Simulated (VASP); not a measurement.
Runs of VASP 6.6.1 on I. The structure is that of space group Im-3m (No. 229), or close to it. The cells are those of the table. 

```csv
task,level,cell,cutoff (eV),gap on the mesh (eV),pressure (GPa),relaxed volume (Å³/atom)
single point,PBEsol+D3(BJ),"a = 3.619 Å, angles 109.5°, 1 atom",520,none,-4.0,-
relaxation of cell and atoms,PBEsol+D4,"relaxed from a = 3.619 Å, angles 109.5°, 1 atom",600,none,0.0,(a)
relaxation of cell and atoms,PBEsol+D3(BJ),"relaxed from a = 3.619 Å, angles 109.5°, 1 atom",600,none,0.0,31.19
relaxation of cell and atoms,PBEsol,"relaxed from a = 3.619 Å, angles 109.5°, 1 atom",600,none,0.0,32.98
single point,PBEsol,"a = 3.499 Å, angles 109.5°, 1 atom",520,none,-0.1,-
single point,PBEsol+D4,"a = 3.457 Å, angles 109.5°, 1 atom",520,none,0.0,-
single point,PBEsol+D3(BJ),"a = 3.440 Å, angles 109.5°, 1 atom",520,none,(b),-
single point,PBEsol+D3(BJ),"a = 3.436 Å, angles 109.5°, 1 atom",520,none,-0.1,-
```

Alike in all rows: potentials or basis VASP PAW PBE potentials, release 64 (I); no spin polarisation; k mesh 9 × 9 × 9; smearing fermi-dirac 0.05 eV.

Problem. Fill in the values left out.

Solution. (a) 31.83; (b) -0.2.

Caveats: the PAW data sets were made with another functional, which shifts forces and pressure a little; spin-orbit coupling is left out, which moves the levels of the heavy elements; an odd number of electrons without spin polarisation forces a metal; a magnetic or distorted state may lie lower; three body term missing (at least some runs); the cell stands under tension (at least some runs).

A k mesh can miss the band edges, and the runs leave out spin-orbit coupling on I.

A gap of «none» marks levels without a gap at the run's occupations.
